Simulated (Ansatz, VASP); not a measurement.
**BaS: VASP beside Ansatz**

INCAR

```
SYSTEM = BaS
ALGO     = Normal         ! electronic algorithm
EDIFF    = 1E-7           ! SCF threshold, eV
ENCUT    = 520            ! plane-wave cutoff, eV
GGA      = PE             ! functional
ISIF     = 2              ! what is computed and relaxed
ISMEAR   = -1             ! smearing method
LASPH    = .TRUE.         ! aspherical terms in the spheres
LCHARG   = .FALSE.        ! write CHGCAR
LREAL    = .FALSE.        ! projectors in reciprocal space
LWAVE    = .FALSE.        ! write WAVECAR
NBANDS   = 15             ! bands
NELM     = 80             ! most SCF steps
PREC     = Accurate       ! precision mode
SIGMA    = 0.05           ! smearing width, eV
```

The input KPOINTS:

```
k-points
0
G
  10 10 10
  0 0 0
```

POSCAR

```
BaS
1.0
    2.8296859818      0.0000000000      0.0000000000
    0.0000000000      2.8296859818      0.0000000000
    0.0000000000      0.0000000000      2.8296859818
Ba S
1 1
Direct
    0.0000000000      0.0000000000      0.0000000000
    0.5000000000      0.5000000000      0.5000000000
```

Input for Ansatz:

```yaml
crystal:
  lattice:
    - [2.8296859818, 0.0, 0.0]
    - [0.0, 2.8296859818, 0.0]
    - [0.0, 0.0, 2.8296859818]
  atoms:
    - { symbol: Ba, position: [0.0, 0.0, 0.0] }
    - { symbol: S, position: [0.5, 0.5, 0.5] }
kpoints:
  mp_grid: { grid: [10, 10, 10] }
  band_path:
    path:
      - [0.0, 0.0, 0.0]
      - [0.0, 0.5, 0.0]
      - [0.5, 0.5, 0.0]
      - [0.0, 0.0, 0.0]
      - [0.5, 0.5, 0.5]
      - [0.0, 0.5, 0.0]
      - [0.5, 0.5, 0.5]
      - [0.5, 0.5, 0.0]
    npoints: 8
scf:
  occupations: { method: fermi_dirac, width: 0.05 }
hamiltonian:
  xc: pbe
  pseudopotentials: { kind: paw }
output:
  forces: true
  stress: true
  eigenvalues: true
  populations: true
  dos: { projected: true, de: 0.2, e_range: [-14, 8] }
```

Change from the starting cell: volume scaled by 0.4, PAW files.

Alike in both runs: task single point; functional PBE; k mesh 10 × 10 × 10; occupations fermi-dirac, width 0.05 eV; no spin polarisation.

|  | VASP | Ansatz |
| --- | --- | --- |
| version | VASP 6.6.1 | Ansatz 0.2.0 |
| potentials or method | VASP PAW PBE potentials, release 64 (Ba_sv, S) | PAW with Ansatz's default frozen-core files, scalar-relativistic |
| plane-wave cutoff (eV) | 520 | 420 |
| valence electrons in the cell | 16 | 16 |

VASP gave:

| Property | Result |
| --- | --- |
| pressure (GPa) | 294.5 |

Q: What did Ansatz give for the same quantities?

A: Pressure (GPa): 245.3.

The pressures are high and differ by over a tenth, so treat them with care. The functional is the same, so the differences come from potentials, cutoffs and numerics.

Spin-orbit coupling is off throughout. Noted on VASP's run: the cell as given lies far from equilibrium.
